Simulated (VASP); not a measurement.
Wanted: the native input for a VASP 6.6.1 run.

* Task: single point
* Functional: PBEsol
* Potentials or basis: VASP PAW PBE potentials, release 64 (Li_sv, F)
* Cutoff: 520 eV
* k mesh: 10 × 10 × 10
* Occupations: gaussian, width 0.01 eV
* Spin: no spin polarisation
* Dipole correction: no
* Further INCAR settings: ALGO = Normal; EDIFF = 1e-06; NBANDS = 12

The structure of LiF lies in POSCAR:

```
LiF
1.0
    0.0000000000      2.0039699822      2.0039699822
    2.0039699822      0.0000000000      2.0039699822
    2.0039699822      2.0039699822      0.0000000000
Li F
1 1
Direct
    0.0000000000      0.0000000000      0.0000000000
    0.5000000000      0.5000000000      0.5000000000
```

The input as run:

INCAR

```
PREC = Accurate
ENCUT = 520
EDIFF = 1E-6
ISMEAR = 0
SIGMA = 0.01
LREAL = F
LASPH = T
NELM = 100
ALGO = Normal
ISIF = 2
LWAVE = F
LCHARG = F
GGA = PS
NBANDS = 12
```

KPOINTS

```
regular mesh
0
Gamma
  10 10 10
```

Potentials or basis: VASP PAW PBE potentials, release 64 (Li_sv, F).

The run is started by

```bash
$ cat potpaw_PBE.64/Li_sv/POTCAR potpaw_PBE.64/F/POTCAR > POTCAR
$ mpirun -np 1 vasp_std > vasp.out
```

Results of the run:

```json
{"Band gap on the k mesh": "9.06 eV, direct"}
```

It took 3.1 s on 1 thread of Intel(R) Xeon(R) 6975P-C (Granite Rapids), with other jobs on the host, peak memory 0.13 GiB.
